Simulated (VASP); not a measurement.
A run of VASP 6.6.1:

File INCAR:

```
  ALGO = Normal
  DIPOL = 0.5 0.5 0.318
  EDIFF = 1E-6
  ENCUT = 520
  GGA = PE
  IDIPOL = 3
  ISIF = 2
  ISMEAR = 0
  IVDW = 12
  LASPH = T
  LCHARG = F
  LDIPOL = T
  LREAL = F
  LWAVE = F
  NBANDS = 53
  NELM = 100
  PREC = Accurate
  SIGMA = 0.1
```

File KPOINTS:

```
k-points
0
Gamma
  6 6 1
```

POSCAR

```
SiW6
1.0
    4.4682526257      0.0000000000      0.0000000000
   -2.2341263128      3.8696202844      0.0000000000
    0.0000000000      0.0000000000     21.6259061357
W Si
6 1
Direct
    0.6666666667      0.3333333333      0.1849633479
    0.3333333333      0.6666666667      0.2271386095
    0.0000000000      0.0000000000      0.2693138710
    0.6666666667      0.3333333333      0.3085097946
    0.3333333333      0.6666666667      0.3483008428
    0.0000000000      0.0000000000      0.3849968683
    0.4444444444      0.2222222222      0.5005989607
```

Potentials or basis: VASP PAW PBE potentials, release 64 (W_sv, Si).

Launch:

```sh
$ cat potpaw_PBE.64/W_sv/POTCAR potpaw_PBE.64/Si/POTCAR > POTCAR
$ mpirun -np 1 vasp_std > vasp.out
```

Hardware: 1 thread of Intel Xeon 8259CL, with other jobs on the host.

**Question.** How long does it take, and how much memory?

**Answer.** Wall time 20 min on 1 thread of Intel Xeon 8259CL (shared host), peak memory 0.6 GiB. Counts: scf iterations 31, k points 13.
